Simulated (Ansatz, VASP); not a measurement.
**Sb: VASP beside Ansatz**

The input POSCAR:

```
Sb
1.0
   -1.8432707730      1.8432707730      1.8713408863
    1.8432707730     -1.8432707730      1.8713408863
    1.8994109996      1.8994109996     -1.8713408863
Sb
1
Direct
    0.0000000000      0.0000000000      0.0000000000
```

The input INCAR.step1:

```
SYSTEM = Sb
ALGO = Normal
EDIFF = 1E-4
ENCUT = 520
GGA = PE
ISMEAR = -1
LASPH = .True.
LCHARG = .False.
LREAL = .False.
LWAVE = .True.
NBANDS = 8
NELM = 100
PREC = Accurate
SIGMA = 0.08
```

Contents of INCAR.step2:

```
SYSTEM = Sb
ALGO = Normal
EDIFF = 1E-8
ENCUT = 520
ISIF = 2
ISMEAR = -1
ISTART = 1
LASPH = .True.
LCHARG = .False.
LEFG = .True.
LMIXTAU = .True.
LREAL = .False.
LWAVE = .False.
METAGGA = R2SCAN
NBANDS = 8
NELM = 100
PREC = Accurate
SIGMA = 0.08
```

The input KPOINTS:

```
k-points
0
Gamma
  12 12 12
  0 0 0
```

Input for Ansatz:

```yaml
crystal:
  lattice:
    - [-1.843270773, 1.843270773, 1.8713408863]
    - [1.843270773, -1.843270773, 1.8713408863]
    - [1.8994109996, 1.8994109996, -1.8713408863]
  atoms:
    - { symbol: Sb, position: [0.0, 0.0, 0.0] }
kpoints:
  mp_grid: { grid: [12, 12, 12] }
scf:
  occupations: { method: fermi_dirac, width: 0.08 }
hamiltonian:
  xc: r2scan
  pseudopotentials: { kind: paw }
output:
  forces: true
  stress: true
  eigenvalues: true
  efg: { contact_densities: true }
```

Change from the starting cell: xy shear strain of +3 %, PAW files.

Alike in both runs: task electric field gradients; functional r2SCAN; k mesh 12 × 12 × 12; occupations fermi-dirac, width 0.08 eV; no spin polarisation.

|  | VASP | Ansatz |
| --- | --- | --- |
| version | VASP 6.6.1 | Ansatz 0.2.0 |
| potentials or method | VASP PAW PBE potentials, release 64 (Sb) | PAW with Ansatz's default frozen-core files, scalar-relativistic |
| plane-wave cutoff (eV) | 520 | 500 |
| valence electrons in the cell | 5 | 15 |

```tsv
	VASP	Ansatz	Ansatz less VASP
pressure (GPa)	1.9	1.9	+0.08
traceless stress, the component that is largest in VASP (GPa)	-0.69	-0.68	+0.011
size of Vzz on the site where it differs most (V/Å²)	3.5	2.9	-0.59
```

VASP's potentials were made for PBE, not for r2SCAN. The functional is the same, so the differences come from potentials, cutoffs and numerics. VASP's potentials hold 5 valence electrons a cell and Ansatz's 15, so a difference there can come from the potentials and not from the codes.

Spin-orbit coupling is off throughout.
